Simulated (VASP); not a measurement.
Runs of VASP 6.6.1 on Os. The structure is that of space group P6_3/mmc (No. 194), or close to it. The cells are those of the table. 

| spin | cell | k mesh | smearing | gap on the mesh (eV) | pressure (GPa) |
| --- | --- | --- | --- | --- | --- |
| off | a = 2.756, b = 2.756, c = 4.343 Å, angles 90.0, 90.0, 120.0°, 2 atoms | 13 × 13 × 7 | fermi-dirac 0.1 eV | none | -0.2 |
| off | a = 2.792, b = 2.792, c = 4.400 Å, angles 90.0, 90.0, 120.0°, 2 atoms | 21 × 21 × 12 | fermi-dirac 0.1 eV | none | (a) |
| off | a = 2.756, b = 2.756, c = 4.343 Å, angles 90.0, 90.0, 120.0°, 2 atoms | 13 × 13 × 7 | methfessel-paxton 0.03 eV | none | -0.4 |
| off | a = 2.756, b = 2.756, c = 4.343 Å, angles 90.0, 90.0, 120.0°, 2 atoms | 13 × 13 × 7 | methfessel-paxton 0.3 eV | none | -0.4 |
| non-collinear, zero start, SOC | a = 2.756, b = 2.756, c = 4.343 Å, angles 90.0, 90.0, 120.0°, 2 atoms | 13 × 13 × 7 | fermi-dirac 0.1 eV | - | 0.2 |
| off | a = 2.756, b = 2.756, c = 4.343 Å, angles 90.0, 90.0, 120.0°, 2 atoms | 21 × 21 × 12 | fermi-dirac 0.1 eV | none | -0.1 |
| off | a = 2.756, b = 2.756, c = 4.343 Å, angles 90.0, 90.0, 120.0°, 2 atoms | 19 × 19 × 11 | fermi-dirac 0.1 eV | none | -0.2 |
| off | a = 2.756, b = 2.756, c = 4.343 Å, angles 90.0, 90.0, 120.0°, 2 atoms | 13 × 13 × 7 | methfessel-paxton 0.6 eV | none | -0.4 |
| off | a = 2.756, b = 2.756, c = 4.343 Å, angles 90.0, 90.0, 120.0°, 2 atoms | 13 × 13 × 7 | gaussian 0.2 eV | none | -0.3 |
| off | a = 2.756, b = 2.756, c = 4.343 Å, angles 90.0, 90.0, 120.0°, 2 atoms | 13 × 13 × 7 | methfessel-paxton 0.01 eV | none | -0.4 |
| off | a = 2.756, b = 2.756, c = 4.343 Å, angles 90.0, 90.0, 120.0°, 2 atoms | 13 × 13 × 7 | gaussian 0.3 eV | none | -0.1 |

Alike in all rows: task single point; level PBE; potentials or basis VASP PAW PBE potentials, release 64 (Os); cutoff (eV) 520.

Q: Estimate the missing entries.

A: (a) -14.5.

Caveats: spin-orbit coupling is left out, which moves the levels of the heavy elements (at least some runs); so wide a smearing shifts energies and pressures (at least some runs); the cell stands under tension (at least some runs).

A k mesh can miss the band edges, and rows without SOC leave out spin-orbit coupling on Os.

A gap of «none» marks levels without a gap at the run's occupations.
